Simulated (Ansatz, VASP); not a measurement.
**AlCu5 in VASP and in Ansatz**

```
Al Cu
1.0
     4.74516    0.00000    0.00000
    -2.37258    4.10943    0.00000
     0.00000    0.00000    6.91618
Al Cu
1 5
Direct
  0.00000 0.00000 0.00000
  0.50000 0.00000 0.50000
  0.00000 0.50000 0.50000
  0.50000 0.50000 0.50000
  0.00000 0.00000 0.66611
  0.00000 0.00000 0.33389
```

Alike in both runs: functional PBE; k mesh 6 × 6 × 4; occupations gaussian, width 0.1 eV; no spin polarisation.

Ansatz relaxed the structure, and its values are those at the end. VASP's run is a single point on that final structure, the one shown.

```csv
,VASP,Ansatz
version,VASP 6.6.1,Ansatz 0.2.0
potentials or method,"VASP PAW PBE potentials, release 64 (Al, Cu), cutoff 520 eV","scalar-relativistic, plane waves, PAW"
valence electrons in the cell,58,98
```

VASP gave:

```
gap on the k mesh at the Fermi level (eV) : none
pressure (GPa)                            : 0.2
rms of the force components (eV/Å)        : 0.006
```

Task: What did Ansatz give for the same quantities?

Result: gap on the k mesh at the Fermi level (eV): none; pressure (GPa): -0.1; rms of the force components (eV/Å): 0.000.

A gap of «none» marks a metal or a gap that the smearing closes. VASP's potentials hold 58 valence electrons a cell and Ansatz's 98, so a difference there can come from the potentials and not from the codes.
